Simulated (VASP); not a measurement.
A run of VASP 6.6.1:

Contents of POSCAR:

```
CdI2
1.0
    4.2487756728      0.0000000000      0.0000000000
   -2.1243878364      3.6795476676      0.0000000000
    0.0000000000      0.0000000000     27.5417983332
Cd I
4 8
Direct
    0.0000000000      0.0000000000      0.0000000000
    0.6666666667      0.3333333333      0.7499739579
    0.3333333333      0.6666666667      0.2500260421
    0.0000000000      0.0000000000      0.5000000000
    0.0000000000      0.0000000000      0.3124075791
    0.6666666667      0.3333333333      0.4376159296
    0.0000000000      0.0000000000      0.6875924209
    0.3333333333      0.6666666667      0.5623840704
    0.3333333333      0.6666666667      0.8123694162
    0.6666666667      0.3333333333      0.9376074305
    0.6666666667      0.3333333333      0.1876305838
    0.3333333333      0.6666666667      0.0623925695
```

INCAR.step1

```
ALGO = Normal
EDIFF = 1E-5
ENCUT = 550
GGA = PE
GGA_COMPAT = False
ISMEAR = 0
KPAR = 4
LASPH = True
LCHARG = False
LREAL = False
LWAVE = True
NBANDS = 64
NELM = 120
PREC = Accurate
SIGMA = 0.01
```

Contents of INCAR.step2:

```
ALGO = Normal
EDIFF = 1E-6
ENCUT = 550
GGA_COMPAT = False
ISIF = 2
ISMEAR = 0
ISTART = 1
KPAR = 4
LASPH = True
LCHARG = False
LMIXTAU = True
LREAL = False
LWAVE = False
METAGGA = R2SCAN
NBANDS = 64
NELM = 120
PREC = Accurate
SIGMA = 0.01
```

The input KPOINTS:

```
k-points
0
Gamma
  12 12 2
```

Potentials or basis: VASP PAW PBE potentials, release 64 (Cd, I).

The run is started by

```sh
$ cat potpaw_PBE.64/Cd/POTCAR potpaw_PBE.64/I/POTCAR > POTCAR
$ cp INCAR.step1 INCAR
$ mpirun -np 4 vasp_std > vasp.out
$ cp INCAR.step2 INCAR
$ mpirun -np 4 vasp_std > vasp.out
```

Hardware: 4 MPI ranks on Intel(R) Xeon(R) Platinum 8259CL CPU @ 2.50GHz (Skylake/Cascade Lake), with other jobs on the host.

Problem. How long does it take, and how much memory?

Solution. It took 32 min on 4 MPI ranks on Intel(R) Xeon(R) Platinum 8259CL CPU @ 2.50GHz (Skylake/Cascade Lake), on a shared host, peak memory 1.1 GiB a rank. Counts: k points 38.
